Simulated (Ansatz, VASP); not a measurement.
**TiC in VASP and in Ansatz**

```
Ti C
1.0
     3.06370    0.00000    0.00000
     0.00000    3.06370    0.00000
     0.00000    0.00000   22.49910
Ti C
4 4
Direct
  0.00000 0.00000 0.35924
  0.50000 0.50000 0.45260
  0.00000 0.00000 0.54740
  0.50000 0.50000 0.64076
  0.50000 0.50000 0.35388
  0.00000 0.00000 0.45189
  0.50000 0.50000 0.54811
  0.00000 0.00000 0.64612
```

Alike in both runs: functional PBE; k mesh 13 × 13 × 1; occupations fermi-dirac, width 0.05 eV; no spin polarisation.

Ansatz relaxed the structure, and its values are those at the end. VASP's run is a single point on that final structure, the one shown.

```csv
,VASP,Ansatz
version,VASP 6.6.1,Ansatz 0.2.0
potentials or method,"VASP PAW PBE potentials, release 64 (Ti_sv, C)","PAW with Ansatz's default frozen-core files, scalar-relativistic"
plane-wave cutoff (eV),520,420
valence electrons in the cell,64,64
```

|  | VASP | Ansatz | Ansatz less VASP |
| --- | --- | --- | --- |
| rms of the force components (eV/Å) | 0.004 | 0.003 | -0.0009 |

Ansatz's warnings: stress scf threshold loose, xc potential rough in thin density.
